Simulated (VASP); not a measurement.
# SrO: vibrations by perturbation theory with PBEsol

Crystal: SrO.

```
CELL_PARAMETERS angstrom
0.00000 2.56630 2.56630
2.56630 0.00000 2.56630
2.56630 2.56630 0.00000
ATOMIC_POSITIONS crystal
Sr 0.50000 0.50000 0.50000
O 0.00000 0.00000 0.00000
```

```
Program                : VASP 6.6.1
Task                   : vibrations by perturbation theory
Functional             : PBEsol
Potentials or basis    : VASP PAW PBE potentials, release 64 (Sr_sv, O)
Cutoff                 : 520 eV
k mesh                 : 7 × 7 × 7
Occupations            : gaussian, width 0.01 eV
Spin                   : no spin polarisation
Dipole correction      : no
Further INCAR settings : ALGO = Normal; EDIFF = 1e-08; IBRION = 8; NSW = 1
```

```json
{
 "Electronic dielectric tensor (diagonal)": "3.89",
 "Born charges (mean of the diagonal)": "Sr +2.46; O -2.46 e",
 "Highest phonon frequency at Γ, LO-TO splitting left out": "207 cm⁻¹"
}
```

Phonon frequencies in cm⁻¹ (negative: imaginary):
```
              q point        frequencies
(0.000, 0.000, 0.000)  0 0 0 207 207 207
```

Electronic dielectric tensor:
```
3.89 0.00 0.00
0.00 3.89 0.00
0.00 0.00 3.89
```

Born effective charge tensors (e):
atom 1, Sr
```
2.46 0.00 0.00
0.00 2.46 0.00
0.00 0.00 2.46
```
atom 2, O
```
-2.46  0.00  0.00
 0.00 -2.46  0.00
 0.00  0.00 -2.46
```

Wall time 2.3 min on 1 thread of Intel(R) Xeon(R) 6975P-C (Granite Rapids) (shared host), peak memory 0.2 GiB.
